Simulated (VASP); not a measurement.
A run of VASP 6.6.1 is set up as follows.

The input INCAR:

```
ALGO = Normal
EDIFF = 1E-6
ENCUT = 520
GGA = PE
ISIF = 2
ISMEAR = 0
LASPH = T
LCHARG = T
LELF = T
LREAL = F
LVHAR = T
LWAVE = F
NBANDS = 19
NELM = 60
PREC = Accurate
SIGMA = 0.02
```

File KPOINTS:

```
k-points
0
Gamma
  8 8 8
```

The input POSCAR:

```
CeO2
1.0
    0.0000000000      2.7857294313      2.7857294313
    2.7857294313      0.0000000000      2.7857294313
    2.7857294313      2.7857294313      0.0000000000
Ce O
1 2
Direct
    0.0000000000      0.0000000000      0.0000000000
    0.2500000000      0.2500000000      0.2500000000
    0.7500000000      0.7500000000      0.7500000000
```

Potentials or basis: VASP PAW PBE potentials, release 64 (Ce, O).

The run is started by

```console
$ cat potpaw_PBE.64/Ce/POTCAR potpaw_PBE.64/O/POTCAR > POTCAR
$ mpirun -np 1 vasp_std > vasp.out
```

(1) Estimate the band gap on the k mesh.

(2) What does it give for the pressure?

Results:

(1) 1.70 eV (least direct gap 1.79 eV).

(2) -8.8 GPa.

Caveat: the cell stands under tension; spin-orbit coupling is left out, which moves the levels of the heavy elements.
